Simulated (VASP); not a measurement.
Nb16N (a cell with a defect): single point with PBE

Nb16N (a cell with a defect):

```xyz
17
Lattice="6.6171 0.0000 0.0000 0.0000 6.6171 0.0000 0.0000 0.0000 6.6171" Properties=species:S:1:pos:R:3 pbc="T T T"
Nb    0.0084   -0.0367   -0.0043
Nb    1.6567    1.6431    1.6206
Nb    0.0171   -0.0159    3.3045
Nb    1.6567    1.6435    4.9889
Nb    0.0076    3.3046   -0.0032
Nb    1.6536    5.0388    1.6027
Nb    0.2452    3.3462    3.3051
Nb    1.6533    5.0392    5.0077
Nb    3.3019   -0.0350   -0.0042
Nb    4.9645    1.6150    1.6128
Nb    3.2940   -0.0151    3.3046
Nb    4.9644    1.6153    4.9969
Nb    3.3028    3.3057   -0.0032
Nb    4.9632    4.9338    1.6540
Nb    3.0686    3.3488    3.3053
Nb    4.9631    4.9342    4.9565
N     4.9654    2.8829    3.3046
```

```
Program                : VASP 6.6.1
Task                   : single point
Functional             : PBE
Potentials or basis    : VASP PAW PBE potentials, release 64 (Nb_sv, N)
Cutoff                 : 520 eV
k mesh                 : 3 × 3 × 3
Occupations            : methfessel-paxton, width 0.1 eV
Spin                   : no spin polarisation
Dipole correction      : no
Further INCAR settings : LREAL = Auto; ALGO = Normal; EDIFF = 1e-06; NBANDS = 120
```

```yaml
Pressure: 4.9 GPa
Largest_force: 1.369 eV/Å
```

Forces on the atoms (eV/Å):
```
Nb  -0.120  0.048  0.005
Nb  -0.002 -0.129 -0.088
Nb  -0.043 -0.105  0.002
Nb  -0.002 -0.133  0.091
Nb   0.019 -0.078 -0.002
Nb   0.012 -0.047 -0.039
Nb   0.344 -0.164  0.001
Nb   0.014 -0.052  0.034
Nb   0.115  0.033  0.003
Nb   0.002  0.023  0.367
Nb   0.038 -0.108  0.002
Nb   0.002  0.021 -0.370
Nb  -0.018 -0.076 -0.002
Nb   0.004 -0.214  0.100
Nb  -0.363 -0.174  0.000
Nb   0.004 -0.215 -0.103
N   -0.006  1.369  0.000
```

Stress tensor (GPa, compression positive):
```
9.59 0.00 0.00
0.00 2.53 0.00
0.00 0.00 2.65
```

Levels at points of the mesh, in eV from the Fermi level:
| k point | band 102 | band 103 | band 104 | band 105 | band 106 | band 107 | band 108 | band 109 |
| --- | --- | --- | --- | --- | --- | --- | --- | --- |
| (0.00, 0.00, 0.00) | 0.24 | 0.30 | 0.60 | 0.67 | 0.73 | 0.75 | 0.78 | 0.83 |

Wall time 22 min on 1 thread of AMD EPYC 7R13 Processor (Zen 3) (shared host), peak memory 0.49 GiB.
